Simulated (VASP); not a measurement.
# BAs: single point with PBE

Crystal: BAs.

```xyz
8
Lattice="5.8271 0.0000 0.0000 0.0000 5.8271 0.0000 0.0000 0.0000 3.2927" Properties=species:S:1:pos:R:3 pbc="T T T"
B     3.9128    3.9128    1.6464
B     0.9993    4.8278    0.8232
B     1.9143    1.9143    0.0000
B     4.8278    0.9993    2.4696
As    4.8139    4.8139    0.0000
As    1.9003    3.9268    2.4696
As    1.0132    1.0132    1.6464
As    3.9268    1.9003    0.8232
```

| Property | Result |
| --- | --- |
| Program | VASP 6.6.1 |
| Task | single point |
| Functional | PBE |
| Potentials or basis | VASP PAW PBE potentials, release 64 (B, As) |
| Cutoff | 520 eV |
| k mesh | 6 × 6 × 12 |
| Occupations | gaussian, width 0.01 eV |
| Spin | no spin polarisation |

* Pressure: 0.5 GPa
* Largest force: 0.011 eV/Å
* Band gap on the k mesh: zero (band 16 reaches 6.37 eV, above the bottom of band 17 at 6.28 eV)

Forces on the atoms (eV/Å):
```
B   -0.008 -0.008  0.000
B   -0.008  0.008  0.000
B    0.008  0.008  0.000
B    0.008 -0.008  0.000
As   0.008  0.008  0.000
As   0.008 -0.008  0.000
As  -0.008 -0.008  0.000
As  -0.008  0.008  0.000
```

Stress tensor (GPa, compression positive):
```
0.43 0.00 0.00
0.00 0.43 0.00
0.00 0.00 0.62
```

Levels at points of the mesh, in eV from the Fermi level:
```tsv
k point	band 12	band 13	band 14	band 15	band 16	band 17	band 18	band 19	band 20	band 21
(0.00, 0.00, 0.00)	-2.04	-1.86	-0.81	-0.81	-0.57	2.04	2.04	2.37	3.01	3.56
(0.50, 0.00, 0.00)	-2.74	-2.05	-2.05	-1.38	-1.38	2.12	2.12	2.96	2.96	3.51
(0.50, 0.50, 0.00)	-3.37	-2.12	-2.12	-1.92	-1.92	1.74	1.74	2.33	2.33	2.57
(0.00, 0.00, 0.50)	-4.21	-4.01	-4.01	-3.36	-3.36	0.09	0.09	3.53	3.53	4.68
(0.50, 0.00, 0.50)	-5.55	-2.38	-2.38	-2.07	-2.07	1.28	1.28	1.31	1.31	2.61
(0.50, 0.50, 0.50)	-4.17	-2.35	-2.35	-2.35	-2.35	0.44	0.44	0.44	0.44	2.00
```

Run time: 94 s on 1 thread of AMD EPYC 9R45 96-Core Processor (Zen 5) (shared host), peak memory 0.28 GiB.
